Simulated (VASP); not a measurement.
Crystal: KBr (base).

```
CELL_PARAMETERS angstrom
0.00000 3.30000 3.30000
3.30000 0.00000 3.30000
3.30000 3.30000 0.00000
ATOMIC_POSITIONS crystal
K 0.00000 0.00000 0.00000
Br 0.50000 0.50000 0.50000
```

- Program: VASP 6.6.1
- Task: relaxation of cell and atoms
- Functional: PBE
- Potentials or basis: VASP PAW PBE potentials, release 64 (K_sv, Br)
- Cutoff: 500 eV
- k mesh: 6 × 6 × 6
- Occupations: gaussian, width 0.02 eV
- Spin: no spin polarisation

At the start: pressure 0.7 GPa; volume 35.94 Å³/atom.

Q: Where does the relaxation end?

A: Over 4 steps the energy falls by 4.1 meV/atom and the volume is 37.75 Å³/atom (+5.1 %); space group Fm-3m (No. 225, to 0.05 Å).

Step by step:
```csv
step,energy change (eV),largest force (eV/Å),pressure (GPa),volume (Å³)
1,0.0000,0.0000,0.75,71.87
2,-0.0061,0.0000,0.36,73.64
3,-0.0081,0.0000,-0.02,75.62
4,-0.0081,0.0000,0.00,75.51
```

Final structure:
```
K Br
1.0
     0.00000    3.35470    3.35470
     3.35470    0.00000    3.35470
     3.35470    3.35470    0.00000
K Br
1 1
Direct
  0.00000 0.00000 0.00000
  0.50000 0.50000 0.50000
```
